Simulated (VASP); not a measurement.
Write the native input for VASP 6.6.1 that does the following.

- Task: electric field gradients
- Functional: PBEsol
- Potentials or basis: VASP PAW PBE potentials, release 64 (B, N)
- Cutoff: 520 eV
- k mesh: 13 × 13 × 13
- Occupations: fermi-dirac, width 0.03 eV
- Spin: no spin polarisation
- Dipole correction: no
- Further INCAR settings: ALGO = Normal; EDIFF = 1e-08; NBANDS = 11

The structure of BN lies in POSCAR:

```
BN
1.0
    0.0542250000      1.8346125000      1.8346125000
    1.8346125000      0.0542250000      1.8346125000
    1.8346125000      1.8346125000      0.0542250000
B N
1 1
Direct
    0.0000000000      0.0000000000      0.0000000000
    0.7500000000      0.7500000000      0.7500000000
```

This cell differs from its parent crystal: equal xy, yz and zx shear strains of +3 %.

The input as run:

INCAR

```
SYSTEM = BN
PREC = Accurate
ENCUT = 520
EDIFF = 1E-8
ISMEAR = -1
SIGMA = 0.03
LREAL = .FALSE.
LASPH = .TRUE.
NELM = 60
ALGO = Normal
ISIF = 2
LWAVE = .FALSE.
LCHARG = .FALSE.
GGA = PS
LEFG = .TRUE.
NBANDS = 11
```

KPOINTS

```
Automatic mesh
0
G
  13 13 13
  0 0 0
```

Potentials or basis: VASP PAW PBE potentials, release 64 (B, N).

The run is started by

```console
$ cat potpaw_PBE.64/B/POTCAR potpaw_PBE.64/N/POTCAR > POTCAR
$ mpirun -np 1 vasp_std > vasp.out
```

Results of the run:

```
Pressure               : -1.1 GPa
Largest force          : 0.022 eV/Å
Band gap on the k mesh : 4.23 eV, indirect (least direct gap 7.52 eV)
```

Caveat: the cell differs from its parent crystal (equal xy, yz and zx shear strains of +3 %); without QUAD_EFG the Cq values of the log hold for a quadrupole moment of 1 mb, not for the nuclei; the PAW data sets were made with another functional, which shifts forces and pressure a little.

Wall time 23 s on 1 thread of AMD EPYC 7R13 Processor (Zen 3), on a shared host, peak memory 0.11 GiB.
